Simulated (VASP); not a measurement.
# Ti (P6/mmm) in VASP: notebook, part 2 of 2

VASP 6.6.1.

### 3 Single point, PBEsol (strain +0.025 along x and y, +0.050 along z)

The input, INCAR:

```
PREC     = Accurate       # precision mode
ENCUT    = 520            # plane-wave cutoff, eV
EDIFF    = 1E-6           # SCF threshold, eV
ISMEAR   = 0              # smearing method
SIGMA    = 0.15           # smearing width, eV
LREAL    = F              # projectors in reciprocal space
LASPH    = T              # aspherical terms in the spheres
NELM     = 100            # most SCF steps
ALGO     = Fast           # electronic algorithm
ISIF     = 2              # what is computed and relaxed
LWAVE    = F              # write WAVECAR
LCHARG   = F              # write CHGCAR
GGA      = PS             # functional
NBANDS   = 25             # bands
```

The input, KPOINTS:

```
Automatic mesh
0
Gamma
  12 12 18
```

The input, POSCAR:

```
Ti
1.0
    4.6281723153      0.0000000000      0.0000000000
   -2.3140861576      4.0081147981      0.0000000000
    0.0000000000      0.0000000000      2.9387333371
Ti
3
Direct
    0.0000000000      0.0000000000      0.0000000000
    0.3333333333      0.6666666667      0.5000000000
    0.6666666667      0.3333333333      0.5000000000
```

Potentials or basis: VASP PAW PBE potentials, release 64 (Ti_sv).

On the command line:

```sh
$ cat potpaw_PBE.64/Ti_sv/POTCAR > POTCAR
$ mpirun -np 1 vasp_std > vasp.out
```

It took 6.5 min on 1 thread of Intel Xeon 6975P-C (Granite Rapids), shared host; peak memory 0.32 GiB.

Results (log left out):

```
Free energy            : -24.8881 eV
Pressure               : -10.0 GPa
Band gap on the k mesh : zero (bands 18 and 19 overlap by 0.33 eV)
```

Stress tensor (GPa, compression positive):
```
 -8.63   0.00   0.00
  0.00  -8.63   0.00
  0.00   0.00 -12.84
```

Levels at points of the mesh, in eV from the Fermi level:
```csv
k point,band 14,band 15,band 16,band 17,band 18,band 19,band 20,band 21,band 22,band 23
"(0.00, 0.00, 0.00)",-1.82,-0.67,-0.67,-0.56,-0.56,0.08,0.76,1.23,1.23,1.56
"(0.50, 0.00, 0.00)",-3.51,-2.48,-0.37,-0.29,-0.27,0.12,0.60,0.79,1.06,1.64
"(0.00, 0.00, 0.50)",-1.90,-1.90,-1.87,-1.50,-1.50,1.08,1.08,1.11,1.11,2.74
"(0.50, 0.00, 0.50)",-2.04,-1.52,-1.05,-0.70,-0.70,0.37,0.70,0.71,0.92,2.07
```

Caveat: the cell differs from its parent crystal (strain +0.025 along x and y, +0.050 along z); the cell stands under tension; the PAW data sets were made with another functional, which shifts forces and pressure a little.

### 4 Single point, PBEsol (strain +0.050 along x and y, +0.025 along z)

The input, INCAR:

```
PREC = Accurate
ENCUT = 520
EDIFF = 1E-6
ISMEAR = 0
SIGMA = 0.15
LREAL = F
LASPH = T
NELM = 80
ALGO = Fast
ISIF = 2
LWAVE = F
LCHARG = F
GGA = PS
NBANDS = 25
```

KPOINTS is that of step 3.

The input, POSCAR:

```
Ti
1.0
    4.7410545669      0.0000000000      0.0000000000
   -2.3705272834      4.1058736957      0.0000000000
    0.0000000000      0.0000000000      2.8687634958
Ti
3
Direct
    0.0000000000      0.0000000000      0.0000000000
    0.3333333333      0.6666666667      0.5000000000
    0.6666666667      0.3333333333      0.5000000000
```

On the command line:

```sh
$ cat potpaw_PBE.64/Ti_sv/POTCAR > POTCAR
$ mpirun -np 1 vasp_std > vasp.out
```

Run time: 7.2 min. Hardware: 1 thread of Intel Xeon 6975P-C (Granite Rapids), shared host; peak memory 0.32 GiB.

The run converged. Its results:

```yaml
Free_energy: -24.8026 eV
Pressure: -12.0 GPa
Band_gap_on_the_k_mesh: zero (bands 18 and 19 overlap by 0.24 eV)
```

Stress tensor (GPa, compression positive):
```
-13.08   0.00   0.00
  0.00 -13.08   0.00
  0.00   0.00  -9.77
```

Levels at points of the mesh, in eV from the Fermi level:
| k point | band 16 | band 17 | band 18 | band 19 | band 20 | band 21 |
| --- | --- | --- | --- | --- | --- | --- |
| (0.00, 0.00, 0.00) | -0.68 | -0.58 | -0.58 | -0.14 | 0.54 | 1.20 |
| (0.50, 0.00, 0.00) | -0.35 | -0.31 | -0.30 | 0.08 | 0.42 | 0.83 |
| (0.00, 0.00, 0.50) | -1.59 | -1.39 | -1.39 | 0.94 | 0.94 | 1.17 |
| (0.50, 0.00, 0.50) | -0.97 | -0.60 | -0.45 | 0.38 | 0.80 | 0.81 |

Caveat: the cell differs from its parent crystal (strain +0.050 along x and y, +0.025 along z); the cell stands under tension; the PAW data sets were made with another functional, which shifts forces and pressure a little.

### 5 Single point, PBEsol (strain +0.050 along x and y, +0.050 along z)

The input, INCAR:

```
ALGO     = Fast           # electronic algorithm
EDIFF    = 1E-6           # SCF threshold, eV
ENCUT    = 520            # plane-wave cutoff, eV
GGA      = PS             # functional
ISIF     = 2              # what is computed and relaxed
ISMEAR   = 0              # smearing method
LASPH    = T              # aspherical terms in the spheres
LCHARG   = F              # write CHGCAR
LREAL    = F              # projectors in reciprocal space
LWAVE    = F              # write WAVECAR
NBANDS   = 25             # bands
NELM     = 100            # most SCF steps
PREC     = Accurate       # precision mode
SIGMA    = 0.15           # smearing width, eV
```

The input, KPOINTS:

```
k-points
0
Gamma
  12 12 18
```

POSCAR: that of step 4 with these lines changed.

```diff
@@ -4,3 +4,3 @@
    -2.3705272834      4.1058736957      0.0000000000
-    0.0000000000      0.0000000000      2.8687634958
+    0.0000000000      0.0000000000      2.9387333371
 Ti
```

On the command line:

```sh
$ cat potpaw_PBE.64/Ti_sv/POTCAR > POTCAR
$ mpirun -np 1 vasp_std > vasp.out
```

Wall time 5.4 min (1 thread of Intel Xeon 6975P-C (Granite Rapids), shared host); peak memory 0.32 GiB.

Results (log left out):

```
Free energy            : -24.7029 eV
Pressure               : -13.6 GPa
Band gap on the k mesh : zero (bands 18 and 19 overlap by 0.23 eV)
```

Stress tensor (GPa, compression positive):
```
-13.40   0.00   0.00
  0.00 -13.40   0.00
  0.00   0.00 -13.90
```

Levels at points of the mesh, in eV from the Fermi level:
| k point | band 15 | band 16 | band 17 | band 18 | band 19 | band 20 | band 21 | band 22 |
| --- | --- | --- | --- | --- | --- | --- | --- | --- |
| (0.00, 0.00, 0.00) | -0.67 | -0.67 | -0.56 | -0.56 | -0.04 | 0.62 | 1.16 | 1.16 |
| (0.50, 0.00, 0.00) | -2.35 | -0.31 | -0.29 | -0.27 | 0.10 | 0.49 | 0.85 | 0.94 |
| (0.00, 0.00, 0.50) | -1.74 | -1.73 | -1.37 | -1.37 | 0.98 | 0.98 | 1.08 | 1.08 |
| (0.50, 0.00, 0.50) | -1.42 | -0.96 | -0.64 | -0.55 | 0.37 | 0.66 | 0.73 | 0.89 |

Caveat: the cell differs from its parent crystal (strain +0.050 along x and y, +0.050 along z); the cell stands under tension; the PAW data sets were made with another functional, which shifts forces and pressure a little.

### 6 Single point, PBEsol (strain -0.050 along x and y, -0.050 along z)

The input, INCAR:

```
SYSTEM = Ti
ALGO = Fast
EDIFF = 1E-6
ENCUT = 520
GGA = PS
ISIF = 2
ISMEAR = 0
LASPH = .True.
LCHARG = .False.
LREAL = .False.
LWAVE = .False.
NBANDS = 25
NELM = 80
PREC = Accurate
SIGMA = 0.15
```

The input, KPOINTS:

```
k-points
0
Gamma
  12 12 18
  0 0 0
```

The input, POSCAR:

```
Ti
1.0
    4.2895255605      0.0000000000      0.0000000000
   -2.1447627802      3.7148381056      0.0000000000
    0.0000000000      0.0000000000      2.6588539717
Ti
3
Direct
    0.0000000000      0.0000000000      0.0000000000
    0.3333333333      0.6666666667      0.5000000000
    0.6666666667      0.3333333333      0.5000000000
```

Potentials or basis: VASP PAW PBE potentials, release 64 (Ti_sv).

On the command line:

```sh
$ cat potpaw_PBE.64/Ti_sv/POTCAR > POTCAR
$ mpirun -np 1 vasp_std > vasp.out
```

OUTCAR:

```text
SYSTEM = Ti
   EDIFF = 1E-6
   ENCUT = 520
   GGA = PS
   ISIF = 2
   ISMEAR = 0
   LASPH = .True.
   LREAL = .False.
   NELM = 80
   PREC = Accurate

 ion  position               nearest neighbor table
   1  0.000  0.000  0.000-   2 2.81   3 2.81   2 2.81   3 2.81   2 2.81   2 2.81   3 2.81   3 2.81
                             3 2.81   3 2.81   2 2.81   2 2.81
   2  0.333  0.667  0.500-   3 2.48   3 2.48   3 2.48   1 2.81   1 2.81   1 2.81   1 2.81   1 2.81
                             1 2.81
   3  0.667  0.333  0.500-   2 2.48   2 2.48   2 2.48   1 2.81   1 2.81   1 2.81   1 2.81   1 2.81
                             1 2.81

[... 873 lines left out ...]
  --------------------------------------------------------------------------------------
  -------------------------------------------------------------------------------------
  Total        5.9450318      5.9450318      6.4065463      0.0000000      0.0000000     -0.0000000
  in kB      224.8128487    224.8128487    242.2651340      0.0000000      0.0000000     -0.0000000
  external PRESSURE =     230.6302771 kB  Pullay stress =       0.0000000 kB

 VOLUME and BASIS-vectors are now :
 -----------------------------------------------------------------------------
  energy-cutoff  :      520.00
  volume of cell :       42.37
      direct lattice vectors                 reciprocal lattice vectors
     4.289525560  0.000000000  0.000000000     0.233126015  0.134595367  0.000000000
    -2.144762780  3.714838106  0.000000000     0.000000000  0.269190735  0.000000000
     0.000000000  0.000000000  2.658853972     0.000000000  0.000000000  0.376101888

 POSITION                                       TOTAL-FORCE (eV/Angst)
 -----------------------------------------------------------------------------------
      0.00000      0.00000      0.00000         0.000000      0.000000      0.000000
     -0.00000      2.47656      1.32943         0.000000      0.000000      0.000000
      2.14476      1.23828      1.32943        -0.000000      0.000000      0.000000
 -----------------------------------------------------------------------------------
    total drift:                               -0.000000      0.000000      0.000000

  FREE ENERGIE OF THE ION-ELECTRON SYSTEM (eV)
  ---------------------------------------------------
  free  energy   TOTEN  =       -24.6166413599 eV

  energy  without entropy=      -24.5864025728  energy(sigma->0) =      -24.60152197
```

OSZICAR:

```text
N       E                     dE             d eps       ncg     rms          rms(c)
DAV:   1     0.432695669949E+03    0.43270E+03   -0.18552E+04  9500   0.186E+03
DAV:   2     0.220426883271E+02   -0.41065E+03   -0.40319E+03  9586   0.525E+02
DAV:   3    -0.239636397115E+02   -0.46006E+02   -0.44705E+02 17184   0.151E+02
[... 37 lines left out ...]
RMM:  41    -0.246166438172E+02   -0.41072E-07   -0.16805E-05  8347   0.192E-02    0.335E-02
RMM:  42    -0.246166435422E+02    0.27504E-06   -0.13851E-05  6857   0.158E-02    0.340E-02
RMM:  43    -0.246166429489E+02    0.59326E-06   -0.11400E-05  6225   0.150E-02    0.346E-02
RMM:  44    -0.246166423540E+02    0.59494E-06   -0.10430E-05  8664   0.197E-02    0.307E-02
RMM:  45    -0.246166413599E+02    0.99411E-06   -0.73861E-06  7732   0.149E-02
   1 F= -.24616641E+02 E0= -.24601522E+02  d E =-.302388E-01
```

stdout:

```text
POSCAR found type information on POSCAR Ti
 POSCAR found :  1 types and       3 ions
 scaLAPACK will be used
 -----------------------------------------------------------------------------
|                                                                             |
|                                                                             |
|     You enforced a specific xc type in the INCAR file but a different       |
[... 34 lines left out ...]
WARNING in EDDRMM: call to ZHEGV failed, returncode =   8  4     10
WARNING in EDDRMM: call to ZHEGV failed, returncode =   6  3     14
WARNING in EDDRMM: call to ZHEGV failed, returncode =   8  4     25
WARNING in EDDRMM: call to ZHEGV failed, returncode =   8  4      4
WARNING in EDDRMM: call to ZHEGV failed, returncode =   8  4      4
WARNING in EDDRMM: call to ZHEGV failed, returncode =   8  4     25
WARNING in EDDRMM: call to ZHEGV failed, returncode =   8  4      4
```

Wall time 3.2 min (1 thread of Intel Xeon 6975P-C (Granite Rapids), shared host); peak memory 0.26 GiB.

Results:

- Free energy: -24.6166 eV
- Pressure: 23.1 GPa
- Band gap on the k mesh: zero (bands 18 and 19 overlap by 0.56 eV)

Caveat: the cell differs from its parent crystal (strain -0.050 along x and y, -0.050 along z); the cell stands under pressure; the PAW data sets were made with another functional, which shifts forces and pressure a little.

### 7 Overview

```csv
cell,gap on the mesh (eV),pressure (GPa)
"a = 4.741, b = 4.741, c = 2.799 Å, angles 90.0, 90.0, 120.0°, 3 atoms",none,-9.7
"a = 4.628, b = 4.628, c = 2.939 Å, angles 90.0, 90.0, 120.0°, 3 atoms",none,-10.0
"a = 4.741, b = 4.741, c = 2.869 Å, angles 90.0, 90.0, 120.0°, 3 atoms",none,-12.0
"a = 4.741, b = 4.741, c = 2.939 Å, angles 90.0, 90.0, 120.0°, 3 atoms",none,-13.6
"a = 4.290, b = 4.290, c = 2.659 Å, angles 90.0, 90.0, 120.0°, 3 atoms",none,23.1
```

Alike in all rows: task single point; level PBEsol; potentials or basis VASP PAW PBE potentials, release 64 (Ti_sv); no spin polarisation; k mesh 12 × 12 × 18; cutoff (eV) 520; smearing gaussian 0.15 eV.

Caveats: the PAW data sets were made with another functional, which shifts forces and pressure a little; the cell stands under tension (at least some runs); the cell stands under pressure (at least some runs).

Total energies depend on the potentials used, so only differences within one code and one set of settings carry meaning.
